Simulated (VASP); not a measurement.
Write the native input for VASP 6.6.1 that does the following.

```yaml
Task: single point
Functional: PBE
Potentials_or_basis: VASP PAW PBE potentials, release 64 (As, O)
Cutoff: 520 eV
k_mesh: 6 × 6 × 6
Occupations: gaussian, width 0.1 eV
Spin: no spin polarisation
Dipole_correction: no
Further_INCAR_settings: ALGO = Normal; EDIFF = 1e-06; NBANDS = 12
```

The structure of AsO lies in POSCAR:

```
AsO
1.0
    3.1902220800      0.0000000000      0.0000000000
    0.0000000000      3.1902220800      0.0000000000
    0.0000000000      0.0000000000      3.2873740000
As O
1 1
Direct
    0.0000000000      0.0000000000      0.5000000000
    0.0000000000      0.0000000000      0.0000000000
```

The cell was generated, and may not be a known phase.

The input as run:

INCAR

```
PREC = Accurate ; ENCUT = 520
EDIFF = 1E-6 ; ISMEAR = 0
SIGMA = 0.1 ; LREAL = False
LASPH = True ; NELM = 60
ALGO = Normal ; ISIF = 2
LWAVE = False ; LCHARG = False
GGA = PE ; NBANDS = 12
```

KPOINTS

```
regular mesh
0
Gamma
  6 6 6
```

Potentials or basis: VASP PAW PBE potentials, release 64 (As, O).

Command:

```console
$ cat potpaw_PBE.64/As/POTCAR potpaw_PBE.64/O/POTCAR > POTCAR
$ mpirun -np 1 vasp_std > vasp.out
```

Results of the run:

```yaml
Pressure: 35.0 GPa
Band_gap_on_the_k_mesh: zero (an odd number of electrons rules out a gap without spin polarisation)
```

Caveat: the stress differs along the axes, from -10 to 125 GPa; this functional lacks dispersion, which binds layers or chains, so the pressure and a relaxed spacing across them are unreliable; an odd number of electrons without spin polarisation forces a metal; a magnetic or distorted state may lie lower.

Run time: 16 s on 1 thread of Intel Xeon 8259CL, with other jobs on the host, peak memory 0.14 GiB.
